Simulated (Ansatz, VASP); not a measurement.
# Zn: VASP beside Ansatz

```
Zn
1.0
    -1.58473    1.58473    1.56904
     1.58473   -1.58473    1.56904
     1.55335    1.55335   -1.56904
Zn
1
Direct
  0.00000 0.00000 0.00000
```

Change from the starting cell: strain -0.0200 x Voigt [0, 0, 0, 0, 0, 1], atoms carried along.

Alike in both runs: task single point; functional PBEsol; k mesh 22 × 22 × 22; occupations gaussian, width 0.15 eV; no spin polarisation.

|  | VASP | Ansatz |
| --- | --- | --- |
| version | VASP 6.6.1 | Ansatz 0.2.0 |
| potentials or method | VASP PAW PBE potentials, release 64 (Zn), cutoff 520 eV | scalar-relativistic, plane waves, PAW |
| valence electrons in the cell | 12 | 12 |

|  | VASP | Ansatz | Ansatz less VASP |
| --- | --- | --- | --- |
| gap on the k mesh at the Fermi level (eV) | none | none | - |
| pressure (GPa) | -4.7 | -5.1 | -0.34 |
| traceless stress, the component that is largest in VASP (GPa) | -0.05 | -0.07 | -0.017 |

VASP's potentials were made for PBE, not for PBEsol. A gap of «none» marks a metal or a gap that the smearing closes. With one functional, cell and mesh, what is left measures potentials, basis and numerics.
